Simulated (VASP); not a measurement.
# GaN: vibrations by perturbation theory with LDA

The system is GaN.

```
CELL_PARAMETERS angstrom
3.08449 0.00000 0.00000
-1.54224 2.67124 0.00000
0.00000 0.00000 5.03050
ATOMIC_POSITIONS crystal
Ga 0.33333 0.66667 0.99944
Ga 0.66667 0.33333 0.49944
N 0.33333 0.66667 0.37556
N 0.66667 0.33333 0.87556
```

| Item | Value |
| --- | --- |
| Program | VASP 6.6.1 |
| Task | vibrations by perturbation theory |
| Functional | LDA |
| Potentials or basis | VASP PAW LDA potentials, release 64 (Ga_d, N) |
| Cutoff | 520 eV |
| k mesh | 8 × 8 × 4 |
| Occupations | gaussian, width 0.01 eV |
| Spin | no spin polarisation |
| Dipole correction | no |
| Further INCAR settings | ALGO = Normal; EDIFF = 1e-08; NBANDS = 26; IBRION = 8; NSW = 1 |

- Highest phonon frequency at Γ, LO-TO splitting left out: 764 cm⁻¹

Phonon frequencies in cm⁻¹ (negative: imaginary):
```csv
q point,frequencies
"(0.000, 0.000, 0.000)",0 0 0 133 133 361 600 621 621 635 635 764
```

It took 4.7 min on 1 thread of Intel(R) Xeon(R) Platinum 8488C (Sapphire Rapids), on a shared host, peak memory 0.42 GiB.

Caveat: the cell stands under pressure or tension, which shifts response properties.
